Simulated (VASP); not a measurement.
# BN (Qingsongite) (I-4m2) in VASP: G0W0 quasiparticle levels with PBE

Aim: the G0W0 quasiparticle levels of BN (Qingsongite) with PBE.

All numbers are computed with VASP 6.6.1; they aren't measurements. Logs are shortened: lines on timing, memory, paths and dates and some standing lists are left out, and cuts for length are marked.

## 1. The cell of the first run

Symmetry: I-4m2, No. 119, tetragonal system. The conventional cell has a = 2.552 Å, b = 2.552 Å, c = 3.536 Å, α = 90.00°, β = 90.00°, γ = 90.00°. Within 2.1 Å of B (site symmetry -4m2) lie 4 N at 1.55 Å. Within 2.1 Å of N (site symmetry -4m2) lie 4 B at 1.55 Å.

## 2. G0W0 quasiparticle levels, PBE

POSCAR

```
BN
1.0
    0.0000000000      1.8048245542      1.8048245542
    1.7678256509      0.0000000000      1.8048245542
    1.7678256509      1.8048245542      0.0000000000
B N
1 1
Direct
    0.0000000000      0.0000000000      0.0000000000
    0.2500000000      0.2500000000      0.2500000000
```

INCAR.step1

```
PREC     = Accurate       # precision mode
ENCUT    = 500            # plane-wave cutoff, eV
EDIFF    = 1E-8           # SCF threshold, eV
ISMEAR   = 0              # smearing method
SIGMA    = 0.01           # smearing width, eV
LREAL    = False          # projectors in reciprocal space
LASPH    = True           # aspherical terms in the spheres
NELM     = 80             # most SCF steps
ALGO     = Normal         # electronic algorithm
LWAVE    = True           # write WAVECAR
LCHARG   = False          # write CHGCAR
GGA      = PE             # functional
```

INCAR.step2

```
PREC     = Accurate       # precision mode
ENCUT    = 500            # plane-wave cutoff, eV
EDIFF    = 1E-8           # SCF threshold, eV
ISMEAR   = 0              # smearing method
SIGMA    = 0.01           # smearing width, eV
LREAL    = False          # projectors in reciprocal space
LASPH    = True           # aspherical terms in the spheres
NELM     = 1              # most SCF steps
ALGO     = Exact          # electronic algorithm
LWAVE    = True           # write WAVECAR
LCHARG   = False          # write CHGCAR
GGA      = PE             # functional
NBANDS   = 52             # bands
LOPTICS  = True           # frequency-dependent dielectric function
ISTART   = 1
```

INCAR.step3

```
PREC     = Accurate       # precision mode
ENCUT    = 500            # plane-wave cutoff, eV
EDIFF    = 1E-8           # SCF threshold, eV
ISMEAR   = 0              # smearing method
SIGMA    = 0.01           # smearing width, eV
LREAL    = False          # projectors in reciprocal space
LASPH    = True           # aspherical terms in the spheres
ALGO     = EVGW0          # electronic algorithm
LWAVE    = False          # write WAVECAR
LCHARG   = False          # write CHGCAR
GGA      = PE             # functional
NELMGW   = 1            
NBANDS   = 52             # bands
ENCUTGW  = 150.0          # cutoff of the response function
NOMEGA   = 48             # frequency points
PRECFOCK = Fast         
ISTART   = 1            
NBANDSGW = 12
```

KPOINTS

```
regular mesh
0
Gamma
  6 6 6
```

Potentials or basis: VASP PAW PBE potentials, release 64 (B_GW, N_GW).

The run is started by

```console
cat potpaw_PBE.64/B_GW/POTCAR potpaw_PBE.64/N_GW/POTCAR > POTCAR
cp INCAR.step1 INCAR
mpirun -np 1 vasp_std > vasp.out
cp INCAR.step2 INCAR
mpirun -np 1 vasp_std > vasp.out
cp INCAR.step3 INCAR
mpirun -np 1 vasp_std > vasp.out
```

OUTCAR:

```text
PREC = Accurate
   ENCUT = 500
   EDIFF = 1E-8
   ISMEAR = 0
   LREAL = False
   LASPH = True
   GGA = PE
   NELMGW = 1
   ENCUTGW = 150.0
   PRECFOCK = Fast
   ISTART = 1

 ion  position               nearest neighbor table
   1  0.000  0.000  0.000-   2 1.55   2 1.55   2 1.55   2 1.55
   2  0.250  0.250  0.250-   1 1.55   1 1.55   1 1.55   1 1.55

  LATTYP: Found a body centered tetragonal cell.
 ALAT       =     2.5524073623
 C/A-ratio  =     1.3852221844

  Lattice vectors:

 A1 = (  -1.7678256509,   0.0000000000,  -1.8048245542)
 A2 = (  -1.7678256509,   0.0000000000,   1.8048245542)
 A3 = (   1.7678256509,   1.8048245542,   0.0000000000)

Analysis of symmetry for initial positions (statically):
=====================================================================
 Subroutine PRICEL returns:
 Original cell was already a primitive cell.

 Routine SETGRP: Setting up the symmetry group for a
 body centered tetragonal supercell.

 Subroutine GETGRP returns: Found  8 space group operations
 (whereof  8 operations were pure point group operations)
 out of a pool of 16 trial point group operations.

The static configuration has the point symmetry D_2d.

Analysis of symmetry for dynamics (positions and initial velocities):
=====================================================================
 Subroutine PRICEL returns:
 Original cell was already a primitive cell.

 Routine SETGRP: Setting up the symmetry group for a
 body centered tetragonal supercell.

 Subroutine GETGRP returns: Found  8 space group operations
 (whereof  8 operations were pure point group operations)
 out of a pool of 16 trial point group operations.

The dynamic configuration has the point symmetry D_2d.

 Subroutine INISYM returns: Found  8 space group operations
 (whereof  8 operations are pure point group operations),
 and found     1 'primitive' translations

----------------------------------------------------------------------------------------

                                     Primitive cell

  volume of cell :      11.5170

  direct lattice vectors                    reciprocal lattice vectors
     0.000000000  1.804824554  1.804824554    -0.282833321  0.277035238  0.277035238
     1.767825651  0.000000000  1.804824554     0.282833321 -0.277035238  0.277035238
     1.767825651  1.804824554  0.000000000     0.282833321  0.277035238 -0.277035238

  length of vectors
     2.552407362  2.526380653  2.526380653     0.483209824  0.483209824  0.483209824

  position of ions in fractional coordinates (direct lattice)
     0.000000000  0.000000000  0.000000000
     0.250000000  0.250000000  0.250000000

  ion indices of the primitive-cell ions
   primitive index   ion index
                 1           1
                 2           2

----------------------------------------------------------------------------------------

 KPOINTS: regular mesh

Automatic generation of k-mesh.
 Grid dimensions read from file:
 generate k-points for:    6    6    6

 Generating k-lattice:

  Cartesian coordinates                     Fractional coordinates (reciprocal lattice)
    -0.047138887  0.046172540  0.046172540     0.166666667  0.000000000  0.000000000
     0.047138887 -0.046172540  0.046172540     0.000000000  0.166666667  0.000000000
     0.047138887  0.046172540 -0.046172540     0.000000000  0.000000000  0.166666667

  Length of vectors
     0.080534971  0.080534971  0.080534971

  Shift w.r.t. Gamma in fractional coordinates (k-lattice)
     0.000000000  0.000000000  0.000000000

 Subroutine IBZKPT returns following result:
 ===========================================

 Found     30 irreducible k-points:

 Following reciprocal coordinates:
            Coordinates               Weight
  0.000000  0.000000  0.000000      1.000000
  0.166667  0.000000  0.000000      8.000000
  0.333333  0.000000  0.000000      8.000000
  0.500000  0.000000  0.000000      4.000000
  0.166667  0.166667  0.000000      4.000000
  0.333333  0.166667  0.000000     16.000000
[... 16 lines left out ...]
 -0.333333  0.500000  0.166667      4.000000
  0.333333 -0.333333  0.166667      8.000000
 [... further k-points ...]
   k-points           NKPTS =     30   k-points in BZ     NKDIM =    216   number of bands    NBANDS=     52
   number of dos      NEDOS =    301   number of ions     NIONS =      2
   total plane-waves  NPLWV =   6480
   dimension x,y,z NGX =    20 NGY =   18 NGZ =   18
   dimension x,y,z NGXF=    40 NGYF=   36 NGZF=   36
   ions per type =               1   1
   NGX,Y,Z   is equivalent  to a cutoff of  13.03, 11.84, 11.84 a.u.
   NGXF,Y,Z  is equivalent  to a cutoff of  26.05, 23.69, 23.69 a.u.
 SYSTEM =  unknown system
   PREC   = accura    normal or accurate (medium, high low for compatibility)
   ISTART =      1    job   : 0-new  1-cont  2-samecut
   ICHARG =      0    charge: 1-file 2-atom 10-const
   ISPIN  =      1    spin polarized calculation?
   LNONCOLLINEAR =      F non collinear calculations
   LSORBIT =      F    spin-orbit coupling
   LASPH  =      T    aspherical Exc in radial PAW
   ENCUT  =  500.0 eV  36.75 Ry    6.06 a.u.   4.65  4.61  4.61*2*pi/ulx,y,z
   NELM   =     60;   NELMIN=  2; NELMDL=  0     # of ELM steps
   EDIFF  = 0.1E-07   stopping-criterion for ELM
   LREAL  =      F    real-space projection
   EDIFFG = 0.1E-06   stopping-criterion for IOM
   NSW    =      0    number of steps for IOM
   IBRION =     -1    ionic relax: 0-MD 1-quasi-New 2-CG
   NFREE  =      0    steps in history (QN), initial steepest desc. (CG)
   ISIF   =      0    stress and relaxation
   ISYM   =      3    0-nonsym 1-usesym 2-fastsym
   POTIM  = 0.5000    time-step for ionic-motion
   TEBEG  =    0.0;   TEEND  =   0.0 temperature during run
   PSTRESS=    0.0 pullay stress
   NELECT =       8.0000    total number of electrons
   NUPDOWN=      -1.0000    fix difference up-down
   EMIN   =  10.00;   EMAX   =-10.00  energy-range for DOS
   EFERMI =   0.00;   METHOD = LEGACY
   ISMEAR =     0;   SIGMA  =   0.01  broadening in eV -4-tet -1-fermi 0-gaus
   EFERMI_NEDOS =   21; number of points for ismear=-14 and -15
   IALGO  =     38    algorithm
   IMIX   =      4    mixing-type and parameters
     AMIX     =   0.40;   BMIX     =  1.00
     AMIX_MAG =   1.60;   BMIX_MAG =  1.00
  volume/ion in A,a.u.               =       5.76        38.86
  Fermi-wavevector in a.u.,A,eV,Ry     =   1.449857  2.739832 28.600588  2.102084
  Thomas-Fermi vector in A             =   2.567535
   LORBIT       =      0    0 simple, 1 ext, 2 COOP (PROOUT), +10 PAW based schemes
   GGA     = PE    functional components
   LHFCALC =     T    Hartree Fock is set to
   PRECFOCK=fast      Normal, Fast or Accurate (Low or Medium for compatibility)
   ENCUT4O =  -1.0   cutoff for four orbital integrals eV
   NKREDX  =     1    reduce k-point grid by
   NKREDY  =     1    reduce k-point grid by
   NKREDZ  =     1    reduce k-point grid by
   AEXX    =    1.0000 exact exchange contribution
   HFSCREEN=    0.0000 screening length (either q_TF or 0.3 A-1)
   HFSCREENC=   0.0000 screening length for correlation (either q_TF or 0.3 A-1)
   ENCUTFOCK=  -1.0 apply spherical cutoff to Coloumb kernel
   IVDW    =     0    specifies the selected vdW correction
   LEPSILON=     F    determine dielectric tensor
   LRPA    =     F    only Hartree local field effects (RPA)
   LRPAFORCE           =     F    calculate RPA forces
   ENCUTGW             = 150.0    cutoff for response function in eV
   ENCUTGWSOFT         = 120.0    soft cutoff for Coulomb kernel in GW response function in eV
   ENCUTLF             =  -1.0    cutoff for local field effects
   NELMGW              =     1    number of iterations in solving QP/BSE equation
   NELMHF              =     1    number of iterations in the inner HF iteration
   NKREDLFX            =     1    NKREDLFY  =   1   NKREDLFZ  =   1
 non-spin polarized calculation
 Gauss-broadening in eV      SIGMA  =   0.01
  energy-cutoff  :      500.00
  volume of cell :       11.52
 maximum number of plane-waves:       304
 NGX is ok and might be reduce to    20
  NGX = 12; NGY = 12; NGZ = 12
   NGX =  9   NGY =  9   NGZ =  9
 maximum number of plane-waves:        59

 QP shifts <psi_nk| G(iteration)W_0 |psi_nk>: iteration 1
 for sc-GW calculations column KS-energies equals QP-energies in previous step
 and V_xc(KS)=  KS-energies - (<T + V_ion + V_H > + <T+V_H+V_ion>^1  + <V_x>^1)

 k-point   1 :       0.0000    0.0000    0.0000
  band No.  KS-energies  QP-energies   sigma(KS)   V_xc(KS)     V^pw_x(r,r')   Z            occupation Imag(sigma)

      1     -12.7446     -14.7454     -18.1185     -15.5451     -26.6223       0.7775       2.0000       1.4670
      2       7.7099       6.9460     -19.2809     -18.3567     -21.9906       0.8266       2.0000       0.0898
      3       7.7099       6.9460     -19.2809     -18.3567     -21.9906       0.8266       2.0000       0.0898
      4       7.9108       7.1576     -19.3049     -18.3933     -22.0172       0.8262       2.0000       0.0899
      5      16.6229      18.0031     -12.1817     -13.8362      -7.0398       0.8342       0.0000      -0.1112
      6      16.7712      18.1564     -12.2374     -13.8978      -7.0930       0.8342       0.0000      -0.1109
      7      16.7712      18.1564     -12.2374     -13.8978      -7.0930       0.8342       0.0000      -0.1109
      8      18.5339      19.7555     -14.0008     -15.4997      -8.3660       0.8150       0.0000      -0.1391
      9      33.0024      33.5497     -10.8516     -11.5396      -3.3340       0.7955       0.0000      -0.6128
     10      35.3257      36.6080     -11.8952     -13.4240      -5.5622       0.8387       0.0000      -0.5447
     11      36.1146      36.8095     -10.3349     -11.1666      -3.1008       0.8355       0.0000      -0.9514
     12      36.1146      36.8095     -10.3349     -11.1666      -3.1008       0.8355       0.0000      -0.9514

 k-point   2 :       0.1667    0.0000    0.0000
  band No.  KS-energies  QP-energies   sigma(KS)   V_xc(KS)     V^pw_x(r,r')   Z            occupation Imag(sigma)
[... 353 lines left out ...]
      1      -7.2661      -8.8526     -19.4304     -17.3249     -26.9232       0.7535       2.0000       0.7395
      2      -1.3951      -2.9741     -16.9904     -14.9708     -21.6433       0.7819       2.0000       0.2210
      3       1.5289       0.1139     -17.8236     -16.0569     -21.8418       0.8009       2.0000       0.1539
      4       3.1728       1.9532     -17.6421     -16.1388     -21.1144       0.8112       2.0000       0.1246
      5      17.5661      18.7580     -12.9083     -14.3419      -7.8320       0.8314       0.0000      -0.1180
      6      20.2316      21.5804     -12.5076     -14.1520      -6.6321       0.8203       0.0000      -0.1497
      7      23.1703      24.9356     -14.4730     -16.7096      -7.8441       0.7893       0.0000      -0.2122
      8      24.4766      26.1884     -13.1904     -15.3743      -6.0721       0.7838       0.0000      -0.2616
      9      26.1758      27.3689     -12.0865     -13.5502      -5.8650       0.8151       0.0000      -0.2246
     10      33.7638      35.2756     -12.3500     -14.2391      -4.6234       0.8002       0.0000      -0.7262
     11      36.1591      37.3450     -11.6744     -13.1277      -4.2351       0.8160       0.0000      -0.8416
     12      40.6719      41.6840     -10.8125     -12.0314      -3.4665       0.8303       0.0000      -1.0773

 [... further k-points ...]
```

Run time: 3.3 min. Hardware: 1 thread of Intel Xeon 8259CL, shared host; peak memory 0.24 GiB.

Results:

```
Band gap on the k mesh, mean-field level : 4.11 eV, indirect (least direct gap 8.71 eV)
Quasiparticle gap                        : 5.60 eV
Least direct quasiparticle gap           : 10.85 eV
```

Caveat: the k points lie up to 0.51 Å⁻¹ apart; bands, screening cutoff and mesh are small and nothing is extrapolated, so the quasiparticle values aren't converged. A k mesh can miss the band edges.
